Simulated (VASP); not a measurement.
# ZrSe2 (P-3m1) in VASP: single point with PBE-based screened hybrid with 40 % exact exchange

Aim: the single point of ZrSe2 with PBE-based screened hybrid with 40 % exact exchange.

Everything below comes from runs of VASP 6.6.1. Logs are shortened: lines on timing, memory, paths and dates and some standing lists are left out, and cuts for length are marked.

### Step 1. The cell of the first run

The structure is trigonal, space group P-3m1 (No. 164). Conventional cell: a = 3.789 Å, b = 3.789 Å, c = 6.181 Å, α = 90.00°, β = 90.00°, γ = 120.00°. Within 3.5 Å of Zr (site symmetry -3m) lie 6 Se at 2.69 Å. Within 3.5 Å of Se (site symmetry 3m) lie 3 Zr at 2.69 Å.

### Step 2. Single point, PBE-based screened hybrid with 40 % exact exchange

The input, POSCAR:

```
ZrSe2
1.0
    3.7893855286      0.0000000000      0.0000000000
   -1.8946927643      3.2817041325      0.0000000000
    0.0000000000      0.0000000000      6.1806783669
Zr Se
1 2
Direct
    0.0000000000      0.0000000000      0.0000000000
    0.3333333333      0.6666666667      0.2537453252
    0.6666666667      0.3333333333      0.7462546748
```

The input, INCAR.step1:

```
ALGO = Normal ; EDIFF = 1E-5
ENCUT = 400 ; GGA = PE
GGA_COMPAT = F ; ISIF = 2
ISMEAR = 0 ; LASPH = T
LREAL = F ; LWAVE = T
NBANDS = 19 ; NELM = 120
PREC = Accurate ; SIGMA = 0.01
```

The input, INCAR.step2:

```
AEXX = 0.4 ; ALGO = Normal
EDIFF = 1E-6 ; ENCUT = 400
GGA = PE ; GGA_COMPAT = F
HFSCREEN = 0.2078 ; ISIF = 2
ISMEAR = 0 ; ISTART = 1
LASPH = T ; LCHARG = T
LELF = T ; LHFCALC = T
LREAL = F ; LVHAR = T
LWAVE = F ; NBANDS = 19
NELM = 120 ; PREC = Accurate
PRECFOCK = Normal ; SIGMA = 0.01
```

The input, KPOINTS:

```
k-points
0
Gamma
  6 6 2
```

Potentials or basis: VASP PAW PBE potentials, release 64 (Zr_sv, Se).

Command:

```
$ cat potpaw_PBE.64/Zr_sv/POTCAR potpaw_PBE.64/Se/POTCAR > POTCAR
$ cp INCAR.step1 INCAR
$ mpirun -np 1 vasp_std > vasp.out
$ cp INCAR.step2 INCAR
$ mpirun -np 1 vasp_std > vasp.out
```

OUTCAR:

```text
AEXX = 0.4
   EDIFF = 1E-6
   ENCUT = 400
   GGA = PE
   HFSCREEN = 0.2078
   ISIF = 2
   ISMEAR = 0
   ISTART = 1
   LASPH = T
   LHFCALC = T
   LREAL = F
   NELM = 120
   PREC = Accurate
   PRECFOCK = Normal

 ion  position               nearest neighbor table
   1  0.000  0.000  0.000-   2 2.69   3 2.69   2 2.69   3 2.69   3 2.69   2 2.69
   2  0.333  0.667  0.254-   1 2.69   1 2.69   1 2.69
   3  0.667  0.333  0.746-   1 2.69   1 2.69   1 2.69

  LATTYP: Found a hexagonal cell.
 ALAT       =     3.7893855286
 C/A-ratio  =     1.6310502904

  Lattice vectors:

 A1 = (   3.7893855286,   0.0000000000,   0.0000000000)
 A2 = (  -1.8946927643,   3.2817041325,   0.0000000000)
 A3 = (   0.0000000000,   0.0000000000,   6.1806783669)

Analysis of symmetry for initial positions (statically):
=====================================================================
 Subroutine PRICEL returns:
 Original cell was already a primitive cell.

 Routine SETGRP: Setting up the symmetry group for a
 hexagonal supercell.

 Subroutine GETGRP returns: Found 12 space group operations
 (whereof 12 operations were pure point group operations)
 out of a pool of 24 trial point group operations.

The static configuration has the point symmetry D_3d.

Analysis of symmetry for dynamics (positions and initial velocities):
=====================================================================
 Subroutine PRICEL returns:
 Original cell was already a primitive cell.

 Routine SETGRP: Setting up the symmetry group for a
 hexagonal supercell.

 Subroutine GETGRP returns: Found 12 space group operations
 (whereof 12 operations were pure point group operations)
 out of a pool of 24 trial point group operations.

The dynamic configuration has the point symmetry D_3d.

 Subroutine INISYM returns: Found 12 space group operations
 (whereof 12 operations are pure point group operations),
 and found     1 'primitive' translations

----------------------------------------------------------------------------------------

                                     Primitive cell

  volume of cell :      76.8607

  direct lattice vectors                    reciprocal lattice vectors
     3.789385529  0.000000000  0.000000000     0.263895028  0.152359865  0.000000000
    -1.894692764  3.281704132  0.000000000     0.000000000  0.304719731  0.000000000
     0.000000000  0.000000000  6.180678367     0.000000000  0.000000000  0.161794538

  length of vectors
     3.789385529  3.789385529  6.180678367     0.304719731  0.304719731  0.161794538

  position of ions in fractional coordinates (direct lattice)
     0.000000000  0.000000000  0.000000000
     0.333333333  0.666666667  0.253745325
     0.666666667  0.333333333  0.746254675

  ion indices of the primitive-cell ions
   primitive index   ion index
                 1           1
                 2           2
                 3           3

----------------------------------------------------------------------------------------

 KPOINTS: k-points

Automatic generation of k-mesh.
 Grid dimensions read from file:
 generate k-points for:    6    6    2

 Generating k-lattice:

  Cartesian coordinates                     Fractional coordinates (reciprocal lattice)
     0.043982505  0.025393311  0.000000000     0.166666667  0.000000000  0.000000000
     0.000000000  0.050786622  0.000000000     0.000000000  0.166666667  0.000000000
     0.000000000  0.000000000  0.080897269     0.000000000  0.000000000  0.500000000

  Length of vectors
     0.050786622  0.050786622  0.080897269

  Shift w.r.t. Gamma in fractional coordinates (k-lattice)
     0.000000000  0.000000000  0.000000000

 Subroutine IBZKPT returns following result:
 ===========================================

 Found     14 irreducible k-points:

 Following reciprocal coordinates:
            Coordinates               Weight
  0.000000  0.000000  0.000000      1.000000
  0.166667 -0.000000  0.000000      6.000000
  0.333333  0.000000  0.000000      6.000000
  0.500000  0.000000  0.000000      3.000000
  0.166667  0.166667  0.000000      6.000000
  0.333333  0.166667  0.000000     12.000000
  0.333333  0.333333  0.000000      2.000000
  0.000000  0.000000  0.500000      1.000000
  0.166667 -0.000000  0.500000      6.000000
  0.333333  0.000000  0.500000      6.000000
  0.500000  0.000000  0.500000      3.000000
  0.166667  0.166667  0.500000      6.000000
  0.333333  0.166667  0.500000     12.000000
  0.333333  0.333333  0.500000      2.000000
   k-points           NKPTS =     14   k-points in BZ     NKDIM =     72   number of bands    NBANDS=     19
   number of dos      NEDOS =    301   number of ions     NIONS =      3
   total plane-waves  NPLWV =  31360
   dimension x,y,z NGX =    28 NGY =   28 NGZ =   40
   dimension x,y,z NGXF=    56 NGYF=   56 NGZF=   80
   ions per type =               1   2
   NGX,Y,Z   is equivalent  to a cutoff of  12.28, 12.28, 10.76 a.u.
   NGXF,Y,Z  is equivalent  to a cutoff of  24.57, 24.57, 21.52 a.u.
 SYSTEM =  unknown system
   PREC   = accura    normal or accurate (medium, high low for compatibility)
   ISTART =      1    job   : 0-new  1-cont  2-samecut
   ICHARG =      0    charge: 1-file 2-atom 10-const
   ISPIN  =      1    spin polarized calculation?
   LNONCOLLINEAR =      F non collinear calculations
   LSORBIT =      F    spin-orbit coupling
   LASPH  =      T    aspherical Exc in radial PAW
   ENCUT  =  400.0 eV  29.40 Ry    5.42 a.u.   6.18  6.18 10.08*2*pi/ulx,y,z
   NELM   =    120;   NELMIN=  2; NELMDL=  0     # of ELM steps
   EDIFF  = 0.1E-05   stopping-criterion for ELM
   LREAL  =      F    real-space projection
   EDIFFG = 0.1E-04   stopping-criterion for IOM
   NSW    =      0    number of steps for IOM
   IBRION =     -1    ionic relax: 0-MD 1-quasi-New 2-CG
   NFREE  =      0    steps in history (QN), initial steepest desc. (CG)
   ISIF   =      2    stress and relaxation
   ISYM   =      3    0-nonsym 1-usesym 2-fastsym
   POTIM  = 0.5000    time-step for ionic-motion
   TEBEG  =    0.0;   TEEND  =   0.0 temperature during run
   PSTRESS=    0.0 pullay stress
   NELECT =      24.0000    total number of electrons
   NUPDOWN=      -1.0000    fix difference up-down
   EMIN   =  10.00;   EMAX   =-10.00  energy-range for DOS
   EFERMI =   0.00;   METHOD = LEGACY
   ISMEAR =     0;   SIGMA  =   0.01  broadening in eV -4-tet -1-fermi 0-gaus
   EFERMI_NEDOS =   21; number of points for ismear=-14 and -15
   IALGO  =     38    algorithm
   IMIX   =      1    mixing-type and parameters
     AMIX     =   0.40;   BMIX     =  1.00
     AMIX_MAG =   1.60;   BMIX_MAG =  1.00
  volume/ion in A,a.u.               =      25.62       172.89
  Fermi-wavevector in a.u.,A,eV,Ry     =   1.110650  2.098824 16.783370  1.233543
  Thomas-Fermi vector in A             =   2.247204
   LORBIT       =      0    0 simple, 1 ext, 2 COOP (PROOUT), +10 PAW based schemes
   GGA     = PE    functional components
   LHFCALC =     T    Hartree Fock is set to
   PRECFOCK=normal    Normal, Fast or Accurate (Low or Medium for compatibility)
   ENCUT4O =  -1.0   cutoff for four orbital integrals eV
   NKREDX  =     1    reduce k-point grid by
   NKREDY  =     1    reduce k-point grid by
   NKREDZ  =     1    reduce k-point grid by
   AEXX    =    0.4000 exact exchange contribution
   HFSCREEN=    0.2078 screening length (either q_TF or 0.3 A-1)
   HFSCREENC=   0.2078 screening length for correlation (either q_TF or 0.3 A-1)
   ENCUTFOCK=  -1.0 apply spherical cutoff to Coloumb kernel
   IVDW    =     0    specifies the selected vdW correction
   LEPSILON=     F    determine dielectric tensor
   LRPA    =     F    only Hartree local field effects (RPA)
 non-spin polarized calculation
 Gauss-broadening in eV      SIGMA  =   0.01
  energy-cutoff  :      400.00
  volume of cell :       76.86
 maximum number of plane-waves:      1412
 NGX is ok and might be reduce to    28
  NGX = 20; NGY = 20; NGZ = 32

 number of electron      24.0000000 magnetization

 Free energy of the ion-electron system (eV)
  ---------------------------------------------------
  ext. energy  EPLUGINS =         0.00000000
  ---------------------------------------------------
  free energy    TOTEN  =       -25.70018793 eV

  energy without entropy =      -25.70018793  energy(sigma->0) =      -25.70018793

 E-fermi :   3.7913     XC(G=0):  -6.9323

 val. band max:        3.5777112304   @ k =   0.0000   0.0000   0.0000
 cond. band min:       5.0194724893   @ k =   0.5000   0.0000   0.5000
 fundamental gap:      1.4417612589
 Fermi energy:         3.7913171665

 k-point     1 :       0.0000    0.0000    0.0000
  band No.  band energies     occupation
      1     -51.5489      2.00000
      2     -27.3590      2.00000
      3     -27.2107      2.00000
      4     -27.2107      2.00000
      5     -11.7161      2.00000
      6     -10.1821      2.00000
[... 11 lines left out ...]
     18       9.8399      0.00000
     19       9.8889      0.00000

 k-point     2 :       0.1667   -0.0000    0.0000
  band No.  band energies     occupation
      1     -51.5450      2.00000
      2     -27.3454      2.00000
      3     -27.2729      2.00000
      4     -27.2243      2.00000
      5     -11.4230      2.00000
      6     -10.2096      2.00000
[... 11 lines left out ...]
     18      11.1678      0.00000
     19      11.7899      0.00000

 k-point     3 :       0.3333    0.0000    0.0000
  band No.  band energies     occupation
      1     -51.5371      2.00000
      2     -27.3957      2.00000
      3     -27.3175      2.00000
      4     -27.2512      2.00000
      5     -10.7810      2.00000
      6     -10.2479      2.00000
[... 11 lines left out ...]
     18      11.7243      0.00000
     19      12.3562      0.00000

 k-point     4 :       0.5000    0.0000    0.0000
  band No.  band energies     occupation
      1     -51.5331      2.00000
      2     -27.4557      2.00000
      3     -27.3038      2.00000
      4     -27.2645      2.00000
      5     -10.4953      2.00000
      6     -10.1765      2.00000
[... 11 lines left out ...]
     18      10.7969      0.00000
     19      12.4335      0.00000

 k-point     5 :       0.1667    0.1667    0.0000
  band No.  band energies     occupation
      1     -51.5391      2.00000
      2     -27.3530      2.00000
      3     -27.3253      2.00000
      4     -27.2563      2.00000
      5     -10.9432      2.00000
      6     -10.2482      2.00000
[... 11 lines left out ...]
     18      12.8048      0.00000
     19      13.3572      0.00000
[... 114 lines left out ...]
      2     -27.4553      2.00000
      3     -27.3034      2.00000
      4     -27.2646      2.00000
      5     -10.6138      2.00000
      6     -10.0300      2.00000
[... 11 lines left out ...]
     18      10.5201      0.00000
     19      11.5022      0.00000

 k-point    12 :       0.1667    0.1667    0.5000
  band No.  band energies     occupation
      1     -51.5391      2.00000
      2     -27.3529      2.00000
      3     -27.3249      2.00000
      4     -27.2563      2.00000
      5     -10.6692      2.00000
      6     -10.5519      2.00000
[... 11 lines left out ...]
     18      12.5879      0.00000
     19      12.9766      0.00000

 k-point    13 :       0.3333    0.1667    0.5000
  band No.  band energies     occupation
      1     -51.5332      2.00000
      2     -27.4233      2.00000
      3     -27.3051      2.00000
      4     -27.2960      2.00000
      5     -10.4941      2.00000
      6     -10.1718      2.00000
[... 11 lines left out ...]
     18      11.3122      0.00000
     19      12.1986      0.00000

 k-point    14 :       0.3333    0.3333    0.5000
  band No.  band energies     occupation
      1     -51.5312      2.00000
      2     -27.3788      2.00000
      3     -27.3788      2.00000
      4     -27.2978      2.00000
      5     -10.2443      2.00000
      6     -10.2443      2.00000
[... 11 lines left out ...]
     18      12.6972      0.00000
     19      12.6973      0.00000

------------------------ aborting loop because EDIFF is reached ----------------------------------------

  FORCE on cell =-STRESS in cart. coord.  units (eV):
  Direction    XX          YY          ZZ          XY          YZ          ZX
  --------------------------------------------------------------------------------------
  -------------------------------------------------------------------------------------
  Total       -0.3208380     -0.3208380     -0.2344589     -0.0000000      0.0000000     -0.0000000
  in kB       -6.6879339     -6.6879339     -4.8873446     -0.0000000      0.0000000     -0.0000000
  external PRESSURE =      -6.0877375 kB  Pullay stress =       0.0000000 kB

 VOLUME and BASIS-vectors are now :
 -----------------------------------------------------------------------------
  energy-cutoff  :      400.00
  volume of cell :       76.86
      direct lattice vectors                 reciprocal lattice vectors
     3.789385529  0.000000000  0.000000000     0.263895028  0.152359865  0.000000000
    -1.894692764  3.281704132  0.000000000     0.000000000  0.304719731  0.000000000
     0.000000000  0.000000000  6.180678367     0.000000000  0.000000000  0.161794538

 POSITION                                       TOTAL-FORCE (eV/Angst)
 -----------------------------------------------------------------------------------
      0.00000      0.00000      0.00000         0.000000      0.000000      0.000000
     -0.00000      2.18780      1.56832        -0.000000      0.000000     -0.313829
      1.89469      1.09390      4.61236         0.000000     -0.000000      0.313829
 -----------------------------------------------------------------------------------
    total drift:                               -0.000000     -0.000000      0.000001

  FREE ENERGIE OF THE ION-ELECTRON SYSTEM (eV)
  ---------------------------------------------------
  free  energy   TOTEN  =       -25.7001879314 eV

  energy  without entropy=      -25.7001879314  energy(sigma->0) =      -25.70018793
```

Run time: 49 min. Hardware: 1 thread of Oxide Virtual Turin-like, shared host; peak memory 0.25 GiB.

Results:

```
Free energy            : -25.7002 eV
Pressure               : -0.6 GPa
Largest force          : 0.314 eV/Å
Band gap on the k mesh : 1.44 eV (least direct gap 2.33 eV)
```

Forces on the atoms (eV/Å):
```
Zr   0.000  0.000  0.000
Se   0.000  0.000 -0.314
Se   0.000  0.000  0.314
```

Levels at points of the mesh, in eV from the valence-band top:
```tsv
k point	band 10	band 11	band 12	band 13	band 14	band 15
(0.00, 0.00, 0.00)	-0.06	-0.06	0.00	2.33	2.33	2.92
(0.50, 0.00, 0.00)	-2.93	-2.57	-1.64	1.63	4.13	4.54
(0.00, 0.00, 0.50)	-2.39	-0.25	-0.25	2.30	2.30	3.33
(0.50, 0.00, 0.50)	-2.96	-1.28	-1.20	1.44	4.10	4.52
```

Caveat: the k points lie up to 0.51 Å⁻¹ apart; the PAW data sets were made with another functional, which shifts forces and pressure a little.
